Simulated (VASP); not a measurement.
A run of VASP 6.6.1:

Contents of INCAR:

```
PREC = Accurate ; ENCUT = 520
EDIFF = 1E-7 ; ISMEAR = -1
SIGMA = 0.02 ; LREAL = False
LASPH = True ; NELM = 80
ALGO = Normal ; ISIF = 2
LWAVE = False ; LCHARG = False
NBANDS = 11
```

The input KPOINTS:

```
Automatic mesh
0
Gamma
  10 10 10
```

File POSCAR:

```
AlN
1.0
    0.0000000000      2.0040293008      2.0040293008
    2.0040293008      0.0000000000      2.0040293008
    2.0040293008      2.0040293008      0.0000000000
Al N
1 1
Direct
    0.0000000000      0.0000000000      0.0000000000
    0.5000000000      0.5000000000      0.5000000000
```

Potentials or basis: VASP PAW LDA potentials, release 64 (Al, N).

Run with:

```bash
$ cat potpaw_LDA.64/Al/POTCAR potpaw_LDA.64/N/POTCAR > POTCAR
$ mpirun -np 1 vasp_std > vasp.out
```

Hardware: 1 thread of Intel Xeon 8259CL, on a shared host.

How long does it take, and how much memory?

Wall time 11 s on 1 thread of Intel Xeon 8259CL, with other jobs on the host, peak memory 0.13 GiB. Counts: scf iterations 12, k points 47.
